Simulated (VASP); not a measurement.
# SiNi (Pmmn) in VASP: settings compared, part 2 of 2

VASP 6.6.1. Earlier steps stand in the parts before.

### Step 3. Single point, PBE

The input, INCAR:

```
SYSTEM = SiNi
ALGO     = Normal         ! electronic algorithm
EDIFF    = 1E-6           ! SCF threshold, eV
ENCUT    = 690            ! plane-wave cutoff, eV
GGA      = PE             ! functional
GGA_COMPAT= .False.      
ISIF     = 2              ! what is computed and relaxed
ISMEAR   = 0              ! smearing method
LASPH    = .True.         ! aspherical terms in the spheres
LCHARG   = .False.        ! write CHGCAR
LREAL    = .False.        ! projectors in reciprocal space
LWAVE    = .False.        ! write WAVECAR
NBANDS   = 30             ! bands
NELM     = 120            ! most SCF steps
PREC     = Accurate       ! precision mode
SIGMA    = 0.1            ! smearing width, eV
```

The input, KPOINTS:

```
k-points
0
Gamma
  4 4 2
  0 0 0
```

The input, POSCAR:

```
SiNi
1.0
    3.0266200000      0.0000000000      0.0000000000
    0.0000000000      3.2735000000      0.0000000000
    0.0000000000      0.0000000000      4.6977600000
Si Ni
2 2
Direct
    0.5000000000      0.5000000000      0.8423000000
    0.0000000000      0.0000000000      0.1577000000
    0.5000000000      0.5000000000      0.3442200000
    0.0000000000      0.0000000000      0.6557800000
```

Potentials or basis: VASP PAW PBE potentials, release 64 (Si, Ni_sv_GW).

Run with:

```bash
> cat potpaw_PBE.64/Si/POTCAR potpaw_PBE.64/Ni_sv_GW/POTCAR > POTCAR
> mpirun -np 1 vasp_std > vasp.out
```

OUTCAR:

```text
SYSTEM = SiNi
   EDIFF = 1E-6
   ENCUT = 690
   GGA = PE
   ISIF = 2
   ISMEAR = 0
   LASPH = .True.
   LREAL = .False.
   NELM = 120
   PREC = Accurate

 ion  position               nearest neighbor table
   1  0.500  0.500  0.842-   3 2.34   3 2.36   4 2.40   4 2.40   4 2.40   4 2.40   2 2.68   2 2.68
                             2 2.68   2 2.68
   2  0.000  0.000  0.158-   4 2.34   4 2.36   3 2.40   3 2.40   3 2.40   3 2.40   1 2.68   1 2.68
                             1 2.68   1 2.68
   3  0.500  0.500  0.344-   1 2.34   1 2.36   2 2.40   2 2.40   2 2.40   2 2.40
   4  0.000  0.000  0.656-   2 2.34   2 2.36   1 2.40   1 2.40   1 2.40   1 2.40

  LATTYP: Found a simple orthorhombic cell.
 ALAT       =     3.0266200000
 B/A-ratio  =     1.0815695396
 C/A-ratio  =     1.5521472798

  Lattice vectors:

 A1 = (   3.0266200000,   0.0000000000,   0.0000000000)
 A2 = (   0.0000000000,   3.2735000000,   0.0000000000)
 A3 = (   0.0000000000,   0.0000000000,   4.6977600000)

Analysis of symmetry for initial positions (statically):
=====================================================================
[... 171 lines left out ...]

 E-fermi :  10.6248     XC(G=0): -12.7415

 val. band max:       10.2700116225   @ k =   0.2500   0.2500   0.0000
 cond. band min:      10.6600299990   @ k =   0.2500   0.2500   0.5000
 fundamental gap:      0.3900183765
 Fermi energy:        10.6247794300

 k-point     1 :       0.0000    0.0000    0.0000
  band No.  band energies     occupation
      1     -93.3418      2.00000
      2     -93.3329      2.00000
      3     -53.8101      2.00000
      4     -53.7843      2.00000
      5     -53.7831      2.00000
      6     -53.7480      2.00000
[... 583 lines left out ...]
     29      19.7235      0.00000
     30      19.7247      0.00000

------------------------ aborting loop because EDIFF is reached ----------------------------------------

  FORCE on cell =-STRESS in cart. coord.  units (eV):
  Direction    XX          YY          ZZ          XY          YZ          ZX
  --------------------------------------------------------------------------------------
  -------------------------------------------------------------------------------------
  Total        0.0917745     -0.4127355      0.9590698      0.0000000      0.0000000      0.0000000
  in kB        3.1591601    -14.2076186     33.0141201      0.0000000      0.0000000      0.0000000
  external PRESSURE =       7.3218872 kB  Pullay stress =       0.0000000 kB

 VOLUME and BASIS-vectors are now :
 -----------------------------------------------------------------------------
  energy-cutoff  :      690.00
  volume of cell :       46.54
      direct lattice vectors                 reciprocal lattice vectors
     3.026620000  0.000000000  0.000000000     0.330401570  0.000000000  0.000000000
     0.000000000  3.273500000  0.000000000     0.000000000  0.305483428  0.000000000
     0.000000000  0.000000000  4.697760000     0.000000000  0.000000000  0.212867409

 POSITION                                       TOTAL-FORCE (eV/Angst)
 -----------------------------------------------------------------------------------
      1.51331      1.63675      3.95692         0.000000      0.000000      0.145574
      0.00000      0.00000      0.74084         0.000000      0.000000     -0.145574
      1.51331      1.63675      1.61706         0.000000      0.000000     -0.193582
      0.00000      0.00000      3.08070         0.000000      0.000000      0.193582
 -----------------------------------------------------------------------------------
    total drift:                                0.000000      0.000000     -0.000000

  FREE ENERGIE OF THE ION-ELECTRON SYSTEM (eV)
  ---------------------------------------------------
  free  energy   TOTEN  =       -25.5995493633 eV

  energy  without entropy=      -25.5880905845  energy(sigma->0) =      -25.59381997
```

OSZICAR:

```text
N       E                     dE             d eps       ncg     rms          rms(c)
DAV:   1     0.686559508478E+03    0.68656E+03   -0.28870E+04  1810   0.537E+03
DAV:   2     0.281322516624E+02   -0.65843E+03   -0.63388E+03  2056   0.147E+03
DAV:   3    -0.351281032602E+02   -0.63260E+02   -0.61963E+02  2152   0.454E+02
DAV:   4    -0.378437057579E+02   -0.27156E+01   -0.27113E+01  2080   0.724E+01
DAV:   5    -0.379097613200E+02   -0.66056E-01   -0.66030E-01  1860   0.915E+00    0.351E+01
DAV:   6    -0.607383264358E+02   -0.22829E+02   -0.27103E+02  1792   0.986E+02    0.438E+01
DAV:   7    -0.260949394214E+02    0.34643E+02   -0.99237E+01  1680   0.593E+02    0.100E+01
DAV:   8    -0.256373933658E+02    0.45755E+00   -0.63981E+00  2152   0.839E+01    0.284E+00
DAV:   9    -0.256046164493E+02    0.32777E-01   -0.21014E-01  2144   0.981E+00    0.109E+00
DAV:  10    -0.256008025768E+02    0.38139E-02   -0.16093E-02  1984   0.476E+00    0.508E-01
DAV:  11    -0.255995582035E+02    0.12444E-02   -0.47979E-03  2128   0.357E+00    0.188E-01
DAV:  12    -0.255995639056E+02   -0.57020E-05   -0.24498E-04  1846   0.187E-01    0.897E-02
DAV:  13    -0.255995494788E+02    0.14427E-04   -0.39436E-05  1600   0.368E-01    0.126E-02
DAV:  14    -0.255995493633E+02    0.11541E-06   -0.49416E-06  1016   0.419E-02
   1 F= -.25599549E+02 E0= -.25593820E+02  d E =-.114588E-01
```

stdout:

```text
POSCAR found type information on POSCAR SiNi
 POSCAR found :  2 types and       4 ions
 scaLAPACK will be used
 LDA part: xc-table for (Slater+PW92), standard interpolation
 POSCAR, INCAR and KPOINTS ok, starting setup
 FFT: planning ... GRIDC
 FFT: planning ... GRID_SOFT
 FFT: planning ... GRID
 WAVECAR not read
 entering main loop
```

It took 38 s on 1 thread of Intel Xeon Platinum 8488C (Sapphire Rapids), shared host; peak memory 0.21 GiB.

Results:

```yaml
Free_energy: -25.5995 eV
Pressure: 0.7 GPa
Largest_force: 0.194 eV/Å
Band_gap_on_the_k_mesh: zero (bands 22 and 23 overlap by 2.18 eV)
```

Forces in eV/Å, atoms in the order of the input:
```
Si   0.000  0.000  0.146
Si   0.000  0.000 -0.146
Ni   0.000  0.000 -0.194
Ni   0.000  0.000  0.194
```

Stress tensor (GPa, compression positive):
```
 0.32  0.00  0.00
 0.00 -1.42  0.00
 0.00  0.00  3.30
```

Caveat: the k points lie up to 0.67 Å⁻¹ apart, too coarse for converged energies and pressures of a metal. Spin polarisation is off, so any magnetic state and its effect on volume and gap are missing.

### Step 4. Single point, PBE

The input, INCAR:

```
SYSTEM = SiNi
ALGO     = Normal         ! electronic algorithm
EDIFF    = 1E-6           ! SCF threshold, eV
ENCUT    = 690            ! plane-wave cutoff, eV
GGA      = PE             ! functional
GGA_COMPAT= .FALSE.      
ISIF     = 2              ! what is computed and relaxed
ISMEAR   = 0              ! smearing method
LASPH    = .TRUE.         ! aspherical terms in the spheres
LCHARG   = .FALSE.        ! write CHGCAR
LREAL    = .FALSE.        ! projectors in reciprocal space
LWAVE    = .FALSE.        ! write WAVECAR
NBANDS   = 30             ! bands
NELM     = 120            ! most SCF steps
PREC     = Accurate       ! precision mode
SIGMA    = 0.1            ! smearing width, eV
```

The input, KPOINTS:

```
k-points
0
G
  4 4 4
  0 0 0
```

POSCAR is that of step 3.

Run with:

```bash
> cat potpaw_PBE.64/Si/POTCAR potpaw_PBE.64/Ni_sv_GW/POTCAR > POTCAR
> mpirun -np 1 vasp_std > vasp.out
```

Wall time 46 s (1 thread of Intel Xeon Platinum 8488C (Sapphire Rapids), shared host); peak memory 0.22 GiB.

It converged, with:

```
Free energy            : -25.5375 eV
Pressure               : 0.5 GPa
Largest force          : 0.136 eV/Å
Band gap on the k mesh : zero (bands 22 and 23 overlap by 2.23 eV)
```

Forces in eV/Å, atoms in the order of the input:
```
Si   0.000  0.000  0.128
Si   0.000  0.000 -0.128
Ni   0.000  0.000 -0.136
Ni   0.000  0.000  0.136
```

Stress tensor (GPa, compression positive):
```
-0.20  0.00  0.00
 0.00 -1.37  0.00
 0.00  0.00  2.93
```

Levels at points of the mesh, in eV from the Fermi level:
| k point | band 18 | band 19 | band 20 | band 21 | band 22 | band 23 | band 24 | band 25 | band 26 | band 27 |
| --- | --- | --- | --- | --- | --- | --- | --- | --- | --- | --- |
| (0.00, 0.00, 0.00) | -2.60 | -2.33 | -1.99 | -1.95 | -1.14 | 0.69 | 2.90 | 5.03 | 5.28 | 6.71 |
| (0.50, 0.00, 0.00) | -2.54 | -2.50 | -2.50 | -1.67 | -1.67 | 1.61 | 1.61 | 3.45 | 3.45 | 6.10 |
| (0.00, 0.50, 0.00) | -2.66 | -2.24 | -2.24 | -2.10 | -2.10 | 1.19 | 1.19 | 4.52 | 4.52 | 7.39 |
| (0.50, 0.50, 0.00) | -3.27 | -2.02 | -2.02 | -1.65 | -1.65 | 1.44 | 1.44 | 1.97 | 1.97 | 3.85 |
| (0.00, 0.00, 0.50) | -2.70 | -2.68 | -2.04 | 1.23 | 1.84 | 2.13 | 2.48 | 2.52 | 3.60 | 3.87 |
| (0.50, 0.00, 0.50) | -2.37 | -2.16 | -2.16 | -1.49 | -1.49 | 3.71 | 3.71 | 5.25 | 5.25 | 5.73 |
| (0.00, 0.50, 0.50) | -2.45 | -2.00 | -2.00 | -1.96 | -1.96 | 4.93 | 4.93 | 5.22 | 5.22 | 7.06 |
| (0.50, 0.50, 0.50) | -2.77 | -2.04 | -2.04 | -1.60 | -1.60 | -0.39 | -0.39 | 0.90 | 0.90 | 8.15 |

Caveat: the k points lie up to 0.52 Å⁻¹ apart, too coarse for converged energies and pressures of a metal.

### Step 5. Overview

| task | level | potentials or basis | cell | k mesh | cutoff (eV) | gap on the mesh (eV) | pressure (GPa) | largest force (eV/Å) |
| --- | --- | --- | --- | --- | --- | --- | --- | --- |
| relaxation of cell and atoms | LDA | VASP PAW LDA potentials, release 64 (Si, Ni) | relaxed | 14 × 12 × 10 | 600 | none | 0.0 | 0.01 |
| single point | PBE | VASP PAW PBE potentials, release 64 (Si, Ni_sv_GW) | as given | 4 × 4 × 2 | 690 | none | 0.7 | 0.19 |
| single point | PBE | VASP PAW PBE potentials, release 64 (Si, Ni_sv_GW) | as given | 4 × 4 × 4 | 690 | none | 0.5 | 0.14 |

Alike in all rows: no spin polarisation; smearing gaussian 0.1 eV.

Caveats: some runs use coarse meshes.

Total energies depend on the potentials used, so only differences within one code and one set of settings carry meaning.

The gap in the log of VASP goes by the Fermi energy; the results here count the filled bands.